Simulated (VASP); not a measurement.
The system is SiNi.

```
Ni Si
1.0
     2.94277    0.00000    0.00000
     0.00000    3.28033    0.00000
     0.00000    0.00000    4.67745
Ni Si
2 2
Direct
  0.50000 0.50000 0.34250
  0.00000 0.00000 0.65750
  0.50000 0.50000 0.84314
  0.00000 0.00000 0.15686
```

Base run:

| Item | Value |
| --- | --- |
| Program | VASP 6.6.1 |
| Functional | r2SCAN |
| Potentials or basis | VASP PAW PBE potentials, release 64 (Ni, Si) |
| Cutoff | 660 eV |
| k mesh | 9 × 8 × 6 |
| Occupations | fermi-dirac, width 0.05 eV |
| Spin | collinear spin, ferromagnetic start |
| Starting moments | [1.0, 1.0, 0.0, 0.0] μB |
| Hubbard terms | Ni d U = 8.0 eV |

Its results: band gap on the k mesh zero (filled and empty bands overlap); pressure -13.1 GPa; net moment 0.00 μB per cell; largest force 0.497 eV/Å.

Q: After a change of settings the same cell gave: band gap on the k mesh zero (filled and empty bands overlap); pressure -4.3 GPa; net moment 0.00 μB per cell; largest force 0.179 eV/Å. Which change was it?
A. functional from r2SCAN to PBEsol; cutoff from 660 eV to 520 eV; hubbard terms from Ni d U = 8.0 eV to Ni d U = 2.0 eV
B. functional from r2SCAN to RPBE; cutoff from 660 eV to 520 eV; hubbard terms from Ni d U = 8.0 eV to none
C. hubbard terms from Ni d U = 8.0 eV to Ni d U = 3.0 eV

A: C.

Caveats: the cell stands under tension; the PAW data sets were made with another functional, which shifts forces and pressure a little; the U is typed as a test and isn't derived for this compound.
